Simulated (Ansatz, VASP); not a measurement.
# Two plane-wave programs on CoSn

```
Co Sn
1.0
     4.39822    0.00000    0.00000
    -2.19911    3.80897    0.00000
     0.00000    0.00000    5.02470
Co Sn
2 2
Direct
  0.66667 0.33333 0.75000
  0.33333 0.66667 0.25000
  0.66667 0.33333 0.25000
  0.33333 0.66667 0.75000
```

Alike in both runs: task single point; functional PBE; k mesh 12 × 12 × 10; occupations gaussian, width 0.1 eV; no spin polarisation.

|  | VASP | Ansatz |
| --- | --- | --- |
| version | VASP 6.6.1 | Ansatz 0.2.0 |
| potentials or method | VASP PAW PBE potentials, release 64 (Co, Sn_d), cutoff 520 eV | scalar-relativistic, plane waves, PAW |
| valence electrons in the cell | 46 | 62 |

|  | VASP | Ansatz | Ansatz less VASP |
| --- | --- | --- | --- |
| gap on the k mesh at the Fermi level (eV) | none | none | - |
| pressure (GPa) | 0.0 | 0.0 | +0.04 |

A gap of «none» marks a metal or a gap that the smearing closes. The functional is the same, so the differences come from potentials, cutoffs and numerics. VASP's potentials hold 46 valence electrons a cell and Ansatz's 62, so a difference there can come from the potentials and not from the codes.
